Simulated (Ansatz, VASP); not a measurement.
**Si: VASP beside Ansatz**

Contents of POSCAR:

```
Si
1.0
    0.0000000000      2.7221188962      2.7221188962
    2.7221188962      0.0000000000      2.7221188962
    2.7221188962      2.7221188962      0.0000000000
Si
2
Direct
    0.0000000000      0.0000000000      0.0000000000
    0.2500000000      0.2500000000      0.2500000000
```

INCAR.step1

```
SYSTEM = Si
PREC = Accurate
ENCUT = 520
EDIFF = 1E-5
ISMEAR = 0
SIGMA = 0.01
LREAL = .False.
LASPH = .True.
NELM = 100
ALGO = Normal
ISIF = 2
LWAVE = .True.
NBANDS = 11
GGA = PE
```

The input INCAR.step2:

```
SYSTEM = Si
PREC = Accurate
ENCUT = 520
EDIFF = 1E-6
ISMEAR = 0
SIGMA = 0.01
LREAL = .False.
LASPH = .True.
NELM = 100
ALGO = Normal
ISIF = 2
LWAVE = .False.
LCHARG = .True.
GGA = PE
LHFCALC = .True.
AEXX = 1.0
HFSCREEN = 0.2078
PRECFOCK = Normal
LELF = .True.
LVHAR = .True.
NBANDS = 11
ISTART = 1
ALDAC = 1.0
AGGAC = 1.0
```

The input KPOINTS:

```
regular mesh
0
Gamma
  4 4 4
  0 0 0
```

Input for Ansatz:

```yaml
crystal:
  lattice:
    - [0.0, 2.7221188962, 2.7221188962]
    - [2.7221188962, 0.0, 2.7221188962]
    - [2.7221188962, 2.7221188962, 0.0]
  atoms:
    - { symbol: Si, position: [0.0, 0.0, 0.0] }
    - { symbol: Si, position: [0.25, 0.25, 0.25] }
kpoints:
  mp_grid: { grid: [4, 4, 4] }
hamiltonian:
  xc:
    exchange: pbe
    correlation: pbe
    exx: { coeff: 1.0, omega: 0.2078 }
scf:
  occupations: { method: fixed }
  n_extra_bands: 4
output:
  forces: true
  stress: true
  eigenvalues: true
```

Alike in both runs: task single point; functional PBE-based screened hybrid; k mesh 4 × 4 × 4; no spin polarisation.

```csv
,VASP,Ansatz
version,VASP 6.6.1,Ansatz 0.2.0
potentials or method,"VASP PAW PBE potentials, release 64 (Si)",plane waves
plane-wave cutoff (eV),520,420
occupations,"gaussian, width 0.01 eV",fixed
valence electrons in the cell,8,8
```

VASP gave:

| Quantity | Value |
| --- | --- |
| gap on the k mesh at the Fermi level (eV) | 3.56 |
| pressure (GPa) | -5.0 |

Q: What did Ansatz give for the same quantities?

A: gap on the k mesh at the Fermi level (eV): 3.51; pressure (GPa): -3.6.

VASP's potentials were made for PBE, not for PBE-based screened hybrid. Ansatz's warnings: stress exchange threshold loose, stress scf threshold loose.

The k mesh is coarse, so the values compare programs but aren't converged.
